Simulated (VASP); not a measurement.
A run of VASP 6.6.1 is set up as follows.

Contents of INCAR:

```
PREC = Accurate
ENCUT = 600
EDIFF = 1E-7
ISMEAR = 0
SIGMA = 0.01
LREAL = False
LASPH = True
NELM = 60
ALGO = Normal
ISIF = 3
LWAVE = False
LCHARG = False
GGA = PS
IBRION = 2
NSW = 100
EDIFFG = -0.002
PSTRESS = 20.0
```

Contents of KPOINTS:

```
Automatic mesh
0
Gamma
  8 8 6
```

File POSCAR:

```
SiC
1.0
    3.0757719604      0.0000000000      0.0000000000
   -1.5378859802      2.6636966539      0.0000000000
    0.0000000000      0.0000000000      5.0475313094
Si C
2 2
Direct
    0.3333333333      0.6666666667      0.0045931156
    0.6666666667      0.3333333333      0.5045931156
    0.3333333333      0.6666666667      0.3804068844
    0.6666666667      0.3333333333      0.8804068844
```

Potentials or basis: VASP PAW PBE potentials, release 64 (Si, C).

Command:

```console
$ cat potpaw_PBE.64/Si/POTCAR potpaw_PBE.64/C/POTCAR > POTCAR
$ mpirun -np 1 vasp_std > vasp.out
```

(1) What does it give for the relaxed cell?

(2) Estimate the band gap on the k mesh.

(3) Estimate the space group after relaxing (to 0.1 Å).

## Answers

(1) a = 3.068 Å, b = 3.068 Å, c = 5.034 Å, α = 90.00°, β = 90.00°, γ = 120.00°.

(2) 2.36 eV (least direct gap 3.87 eV).

(3) P6_3mc (No. 186).

Caveat: the cell is relaxed towards a set pressure, so the run minimises the enthalpy, not the energy.
